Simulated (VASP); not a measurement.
# CaSe in VASP: settings compared

Aim: see how the results for CaSe move with the level of theory and the settings. Levels: PBE, r2SCAN. Tasks: single point.

Everything below comes from runs of VASP 6.6.1. Logs are shortened: lines on timing, memory, paths and dates and some standing lists are left out, and cuts for length are marked.

## (1) The cell of the first run

The structure is tetragonal, space group I4/mmm (No. 139). The conventional cell has a = 4.197 Å, b = 4.197 Å, c = 6.130 Å, α = 90.00°, β = 90.00°, γ = 90.00°. Ca (site symmetry 4/mmm) has 6 Se at 2.97 to 3.07 Å within 3.9 Å. Within 3.9 Å of Se (site symmetry 4/mmm) lie 6 Ca at 2.97 to 3.07 Å.

## (2) Single point, PBE (uniaxial z strain +3.3%)

INCAR reads:

```
PREC     = Accurate       # precision mode
ENCUT    = 520            # plane-wave cutoff, eV
EDIFF    = 1E-7           # SCF threshold, eV
ISMEAR   = -1             # smearing method
SIGMA    = 0.02           # smearing width, eV
LREAL    = False          # projectors in reciprocal space
LASPH    = True           # aspherical terms in the spheres
NELM     = 60             # most SCF steps
ALGO     = Normal         # electronic algorithm
ISIF     = 2              # what is computed and relaxed
LWAVE    = False          # write WAVECAR
LCHARG   = False          # write CHGCAR
GGA      = PE             # functional
NBANDS   = 15             # bands
```

KPOINTS reads:

```
regular mesh
0
Gamma
  8 8 8
```

POSCAR reads:

```
CaSe
1.0
    0.0000000000      2.9675351259      3.0651670315
    2.9675351259      0.0000000000      3.0651670315
    2.9675351259      2.9675351259      0.0000000000
Ca Se
1 1
Direct
    0.0000000000      0.0000000000      0.0000000000
    0.5000000000      0.5000000000      0.5000000000
```

Potentials or basis: VASP PAW PBE potentials, release 64 (Ca_sv, Se).

Started as:

```console
> cat potpaw_PBE.64/Ca_sv/POTCAR potpaw_PBE.64/Se/POTCAR > POTCAR
> mpirun -np 1 vasp_std > vasp.out
```

OUTCAR:

```text
PREC = Accurate
   ENCUT = 520
   EDIFF = 1E-7
   ISMEAR = -1
   LREAL = False
   LASPH = True
   NELM = 60
   ISIF = 2
   GGA = PE

 ion  position               nearest neighbor table
   1  0.000  0.000  0.000-   2 2.97   2 2.97   2 2.97   2 2.97
   2  0.500  0.500  0.500-   1 2.97   1 2.97   1 2.97   1 2.97

  LATTYP: Found a body centered tetragonal cell.
 ALAT       =     4.1967284219
 C/A-ratio  =     1.4607411886

  Lattice vectors:

 A1 = (  -2.9675351259,   0.0000000000,   3.0651670315)
 A2 = (   2.9675351259,   0.0000000000,   3.0651670315)
 A3 = (   0.0000000000,   2.9675351259,  -3.0651670315)

Analysis of symmetry for initial positions (statically):
=====================================================================
 Subroutine PRICEL returns:
 Original cell was already a primitive cell.

 Routine SETGRP: Setting up the symmetry group for a
 body centered tetragonal supercell.

 Subroutine GETGRP returns: Found 16 space group operations
 (whereof 16 operations were pure point group operations)
 out of a pool of 16 trial point group operations.

The static configuration has the point symmetry D_4h.

Analysis of symmetry for dynamics (positions and initial velocities):
=====================================================================
 Subroutine PRICEL returns:
 Original cell was already a primitive cell.

 Routine SETGRP: Setting up the symmetry group for a
 body centered tetragonal supercell.

 Subroutine GETGRP returns: Found 16 space group operations
 (whereof 16 operations were pure point group operations)
 out of a pool of 16 trial point group operations.

The dynamic configuration has the point symmetry D_4h.

 Subroutine INISYM returns: Found 16 space group operations
 (whereof 16 operations are pure point group operations),
 and found     1 'primitive' translations

----------------------------------------------------------------------------------------

                                     Primitive cell

  volume of cell :      53.9853

  direct lattice vectors                    reciprocal lattice vectors
     0.000000000  2.967535126  3.065167032    -0.168490002  0.168490002  0.163123247
     2.967535126  0.000000000  3.065167032     0.168490002 -0.168490002  0.163123247
     2.967535126  2.967535126  0.000000000     0.168490002  0.168490002 -0.163123247

  length of vectors
     4.266323201  4.266323201  4.196728422     0.288767996  0.288767996  0.288767996

  position of ions in fractional coordinates (direct lattice)
     0.000000000  0.000000000  0.000000000
     0.500000000  0.500000000  0.500000000

[... 88 lines left out ...]
   NUPDOWN=      -1.0000    fix difference up-down
   EMIN   =  10.00;   EMAX   =-10.00  energy-range for DOS
   EFERMI =   0.00;   METHOD = LEGACY
   ISMEAR =    -1;   SIGMA  =   0.02  broadening in eV -4-tet -1-fermi 0-gaus
   EFERMI_NEDOS =   21; number of points for ismear=-14 and -15
   IALGO  =     38    algorithm
   IMIX   =      4    mixing-type and parameters
     AMIX     =   0.40;   BMIX     =  1.00
     AMIX_MAG =   1.60;   BMIX_MAG =  1.00
  volume/ion in A,a.u.               =      26.99       182.16
  Fermi-wavevector in a.u.,A,eV,Ry     =   1.091498  2.062632 16.209538  1.191367
  Thomas-Fermi vector in A             =   2.227744
   LORBIT       =      0    0 simple, 1 ext, 2 COOP (PROOUT), +10 PAW based schemes
   GGA     = PE    functional components
   LHFCALC =     F    Hartree Fock is set to
   AEXX    =    0.0000 exact exchange contribution
   IVDW    =     0    specifies the selected vdW correction
   LEPSILON=     F    determine dielectric tensor
   LRPA    =     F    only Hartree local field effects (RPA)
 non-spin polarized calculation
  energy-cutoff  :      520.00
  volume of cell :       53.99
 maximum number of plane-waves:      1474
   NGX = 15   NGY = 15   NGZ = 15

 number of electron      15.9999999 magnetization

 Free energy of the ion-electron system (eV)
  ---------------------------------------------------
  ext. energy  EPLUGINS =         0.00000000
  ---------------------------------------------------
  free energy    TOTEN  =        -9.47499156 eV

  energy without entropy =       -9.47499156  energy(sigma->0) =       -9.47499156

 E-fermi :   2.5640     XC(G=0):  -8.9760

 val. band max:        2.1615620702   @ k =   0.0000   0.0000   0.0000
 cond. band min:       4.2769086526   @ k =   0.5000   0.0000   0.5000
 fundamental gap:      2.1153465824
 Fermi energy:         2.5640171709

 k-point     1 :       0.0000    0.0000    0.0000
  band No.  band energies     occupation
      1     -37.7162      2.00000
      2     -18.7114      2.00000
      3     -18.6991      2.00000
      4     -18.6991      2.00000
      5      -9.4987      2.00000
      6       2.1559      2.00000
      7       2.1616      2.00000
      8       2.1616      2.00000
      9       5.2427      0.00000
     10       5.7440      0.00000
     11       5.9457      0.00000
     12       5.9457      0.00000
     13       6.3974      0.00000
     14       6.4558      0.00000
[... 401 lines left out ...]
      2     -18.7711      2.00000
      3     -18.7194      2.00000
      4     -18.7077      2.00000
      5      -9.0203      2.00000
      6      -0.3686      2.00000
      7       1.1001      2.00000
      8       1.2776      2.00000
      9       5.8202      0.00000
     10       7.0888      0.00000
     11       7.2925      0.00000
     12       7.7351      0.00000
     13       7.9786      0.00000
     14       9.3351      0.00000
     15      10.6222      0.00000

 [... further k-points ...]

------------------------ aborting loop because EDIFF is reached ----------------------------------------

  FORCE on cell =-STRESS in cart. coord.  units (eV):
  Direction    XX          YY          ZZ          XY          YZ          ZX
  --------------------------------------------------------------------------------------
  -------------------------------------------------------------------------------------
  Total        0.0345979      0.0345979     -0.7648152      0.0000000     -0.0000000      0.0000000
  in kB        1.0267953      1.0267953    -22.6981881      0.0000000     -0.0000000      0.0000000
  external PRESSURE =      -6.8815325 kB  Pullay stress =       0.0000000 kB

 VOLUME and BASIS-vectors are now :
 -----------------------------------------------------------------------------
  energy-cutoff  :      520.00
  volume of cell :       53.99
      direct lattice vectors                 reciprocal lattice vectors
     0.000000000  2.967535126  3.065167032    -0.168490002  0.168490002  0.163123247
     2.967535126  0.000000000  3.065167032     0.168490002 -0.168490002  0.163123247
     2.967535126  2.967535126  0.000000000     0.168490002  0.168490002 -0.163123247

 POSITION                                       TOTAL-FORCE (eV/Angst)
 -----------------------------------------------------------------------------------
      0.00000      0.00000      0.00000         0.000000     -0.000000     -0.000000
      2.96754      2.96754      3.06517        -0.000000      0.000000      0.000000
 -----------------------------------------------------------------------------------
    total drift:                                0.000000     -0.000000     -0.000000

  FREE ENERGIE OF THE ION-ELECTRON SYSTEM (eV)
  ---------------------------------------------------
  free  energy   TOTEN  =        -9.4749915553 eV

  energy  without entropy=       -9.4749915553  energy(sigma->0) =       -9.47499156
```

stdout:

```text
POSCAR found type information on POSCAR CaSe
 POSCAR found :  2 types and       2 ions
 scaLAPACK will be used
 LDA part: xc-table for (Slater+PW92), standard interpolation
 POSCAR, INCAR and KPOINTS ok, starting setup
 FFT: planning ... GRIDC
 FFT: planning ... GRID_SOFT
 FFT: planning ... GRID
 WAVECAR not read
 entering main loop
```

Run time: 52 s. Hardware: 1 thread of Intel Xeon 8259CL, shared host; peak memory 0.2 GiB.

Results:

```
Free energy            : -9.4750 eV
Pressure               : -0.7 GPa
Band gap on the k mesh : 2.12 eV (least direct gap 2.95 eV)
```

Stress tensor (GPa, compression positive):
```
 0.10  0.00  0.00
 0.00  0.10  0.00
 0.00  0.00 -2.27
```

Caveat: the cell differs from its parent crystal (uniaxial z strain +3.3%). A k mesh can miss the band edges.

## (3) Single point, r2SCAN (uniaxial z strain +3.3%)

POSCAR is that of step 2.

INCAR.step1 reads:

```
SYSTEM = CaSe
PREC     = Accurate       ! precision mode
ENCUT    = 520            ! plane-wave cutoff, eV
ISMEAR   = 0              ! smearing method
SIGMA    = 0.01           ! smearing width, eV
LREAL    = .False.        ! projectors in reciprocal space
LASPH    = .True.         ! aspherical terms in the spheres
NELM     = 80             ! most SCF steps
NBANDS   = 15             ! bands
GGA      = PE             ! functional
ALGO     = Normal         ! electronic algorithm
EDIFF    = 1E-4           ! SCF threshold, eV
LWAVE    = .True.         ! write WAVECAR
LCHARG   = .False.        ! write CHGCAR
```

INCAR.step2 reads:

```
SYSTEM = CaSe
PREC     = Accurate       ! precision mode
ENCUT    = 520            ! plane-wave cutoff, eV
EDIFF    = 1E-6           ! SCF threshold, eV
ISMEAR   = 0              ! smearing method
SIGMA    = 0.01           ! smearing width, eV
LREAL    = .False.        ! projectors in reciprocal space
LASPH    = .True.         ! aspherical terms in the spheres
NELM     = 80             ! most SCF steps
ALGO     = Normal         ! electronic algorithm
ISIF     = 2              ! what is computed and relaxed
LWAVE    = .False.        ! write WAVECAR
LCHARG   = .True.         ! write CHGCAR
METAGGA  = R2SCAN         ! meta-GGA
LMIXTAU  = .True.       
LELF     = .True.         ! ELF
LVHAR    = .True.       
NBANDS   = 15             ! bands
ISTART   = 1
```

KPOINTS reads:

```
regular mesh
0
Gamma
  8 8 8
  0 0 0
```

Potentials or basis: VASP PAW PBE potentials, release 64 (Ca_sv, Se).

Started as:

```console
> cat potpaw_PBE.64/Ca_sv/POTCAR potpaw_PBE.64/Se/POTCAR > POTCAR
> cp INCAR.step1 INCAR
> mpirun -np 1 vasp_std > vasp.out
> cp INCAR.step2 INCAR
> mpirun -np 1 vasp_std > vasp.out
```

OUTCAR:

```text
SYSTEM = CaSe
   PREC = Accurate
   ENCUT = 520
   EDIFF = 1E-6
   ISMEAR = 0
   LREAL = .False.
   LASPH = .True.
   NELM = 80
   ISIF = 2
   METAGGA = R2SCAN
   ISTART = 1

 ion  position               nearest neighbor table
   1  0.000  0.000  0.000-   2 2.97   2 2.97   2 2.97   2 2.97
   2  0.500  0.500  0.500-   1 2.97   1 2.97   1 2.97   1 2.97

  LATTYP: Found a body centered tetragonal cell.
 ALAT       =     4.1967284219
 C/A-ratio  =     1.4607411886

  Lattice vectors:

[... 620 lines left out ...]

  FORCE on cell =-STRESS in cart. coord.  units (eV):
  Direction    XX          YY          ZZ          XY          YZ          ZX
  --------------------------------------------------------------------------------------
  -------------------------------------------------------------------------------------
  Total       -0.1346930     -0.1346930     -0.9984009      0.0000000      0.0000000      0.0000000
  in kB       -3.9974191     -3.9974191    -29.6305467      0.0000000      0.0000000      0.0000000
  external PRESSURE =     -12.5417950 kB  Pullay stress =       0.0000000 kB

 VOLUME and BASIS-vectors are now :
 -----------------------------------------------------------------------------
  energy-cutoff  :      520.00
  volume of cell :       53.99
      direct lattice vectors                 reciprocal lattice vectors
     0.000000000  2.967535126  3.065167032    -0.168490002  0.168490002  0.163123247
     2.967535126  0.000000000  3.065167032     0.168490002 -0.168490002  0.163123247
     2.967535126  2.967535126  0.000000000     0.168490002  0.168490002 -0.163123247

 POSITION                                       TOTAL-FORCE (eV/Angst)
 -----------------------------------------------------------------------------------
      0.00000      0.00000      0.00000         0.000000      0.000000     -0.000000
      2.96754      2.96754      3.06517         0.000000      0.000000      0.000000
 -----------------------------------------------------------------------------------
    total drift:                                0.000000     -0.000000     -0.000000

  FREE ENERGIE OF THE ION-ELECTRON SYSTEM (eV)
  ---------------------------------------------------
  free  energy   TOTEN  =       -25.9636868368 eV

  energy  without entropy=      -25.9636868368  energy(sigma->0) =      -25.96368684
```

OUTCAR.step1:

```text
SYSTEM = CaSe
   PREC = Accurate
   ENCUT = 520
   ISMEAR = 0
   LREAL = .False.
   LASPH = .True.
[... 654 lines left out ...]
      0.00000      0.00000      0.00000         0.000000      0.000000      0.000000
      2.96754      2.96754      3.06517        -0.000000     -0.000000     -0.000000
 -----------------------------------------------------------------------------------
    total drift:                                0.000000     -0.000000     -0.000000

  FREE ENERGIE OF THE ION-ELECTRON SYSTEM (eV)
  ---------------------------------------------------
  free  energy   TOTEN  =        -9.4748343293 eV

  energy  without entropy=       -9.4748343293  energy(sigma->0) =       -9.47483433
```

It took 3.6 min on 1 thread of Intel Xeon 8259CL, shared host; peak memory 0.22 GiB.

Results:

| Property | Result |
| --- | --- |
| Free energy | -25.9637 eV |
| Pressure | -1.3 GPa |
| Band gap on the k mesh | 2.58 eV (least direct gap 3.44 eV) |

Caveat: the cell differs from its parent crystal (uniaxial z strain +3.3%); the PAW data sets were made with another functional, which shifts forces and pressure a little. A k mesh can miss the band edges.

## (4) Single point, r2SCAN (shear xy strain +1.1%)

POSCAR reads:

```
CaSe
1.0
    0.0166181967      2.9675351259      2.9675351259
    2.9675351259      0.0166181967      2.9675351259
    2.9841533226      2.9841533226      0.0000000000
Ca Se
1 1
Direct
    0.0000000000      0.0000000000      0.0000000000
    0.5000000000      0.5000000000      0.5000000000
```

INCAR.step1 reads:

```
  PREC = Accurate
  ENCUT = 520
  ISMEAR = 0
  SIGMA = 0.01
  LREAL = False
  LASPH = True
  NELM = 60
  NBANDS = 15
  GGA = PE
  ALGO = Normal
  EDIFF = 1E-4
  LWAVE = True
  LCHARG = False
```

INCAR.step2 reads:

```
  PREC = Accurate
  ENCUT = 520
  EDIFF = 1E-6
  ISMEAR = 0
  SIGMA = 0.01
  LREAL = False
  LASPH = True
  NELM = 60
  ALGO = Normal
  ISIF = 2
  LWAVE = False
  LCHARG = False
  METAGGA = R2SCAN
  LMIXTAU = True
  NBANDS = 15
  ISTART = 1
```

KPOINTS reads:

```
Automatic mesh
0
Gamma
  8 8 8
```

Started as:

```console
> cat potpaw_PBE.64/Ca_sv/POTCAR potpaw_PBE.64/Se/POTCAR > POTCAR
> cp INCAR.step1 INCAR
> mpirun -np 1 vasp_std > vasp.out
> cp INCAR.step2 INCAR
> mpirun -np 1 vasp_std > vasp.out
```

Wall time 3.3 min (1 thread of Intel Xeon 8259CL, shared host); peak memory 0.24 GiB.

The run converged. Its results:

- Free energy: -25.9785 eV
- Pressure: 0.2 GPa
- Band gap on the k mesh: 2.48 eV (least direct gap 3.41 eV)

Stress tensor (GPa, compression positive):
```
 0.25 -0.33  0.00
-0.33  0.25  0.00
 0.00  0.00  0.24
```

Levels at points of the mesh, in eV from the valence-band top:
```
           k point  band 5  band 6  band 7  band 8  band 9  band 10  band 11  band 12
(0.00, 0.00, 0.00)  -12.19   -0.07   -0.03    0.00    4.03     4.16     4.21     4.24
(0.50, 0.00, 0.00)  -11.48   -3.27   -1.24   -1.20    5.05     6.02     6.05     6.11
(0.50, 0.50, 0.00)  -11.60   -2.55   -1.02   -0.93    2.48     5.57     5.73     6.59
(0.00, 0.00, 0.50)  -11.49   -3.28   -1.20   -1.16    5.09     5.99     6.06     6.07
(0.50, 0.00, 0.50)  -11.60   -2.55   -0.97   -0.97    2.48     5.57     5.73     6.59
```

Caveat: the cell differs from its parent crystal (shear xy strain +1.1%); the PAW data sets were made with another functional, which shifts forces and pressure a little. A k mesh can miss the band edges.

## (5) Summary

| level | cell | smearing | gap on the mesh (eV) | pressure (GPa) |
| --- | --- | --- | --- | --- |
| PBE | a = 4.266, b = 4.266, c = 4.197 Å, angles 60.5, 60.5, 58.9°, 2 atoms | fermi-dirac 0.02 eV | 2.12 | -0.7 |
| r2SCAN | a = 4.266, b = 4.266, c = 4.197 Å, angles 60.5, 60.5, 58.9°, 2 atoms | gaussian 0.01 eV | 2.58 | -1.3 |
| r2SCAN | a = 4.197, b = 4.197, c = 4.220 Å, angles 59.8, 59.8, 59.6°, 2 atoms | gaussian 0.01 eV | 2.48 | 0.2 |

Alike in all rows: task single point; potentials or basis VASP PAW PBE potentials, release 64 (Ca_sv, Se); no spin polarisation; k mesh 8 × 8 × 8; cutoff (eV) 520.

Caveats: the PAW data sets were made with another functional, which shifts forces and pressure a little (at least some runs).

Total energies depend on the potentials used, so only differences within one code and one set of settings carry meaning.
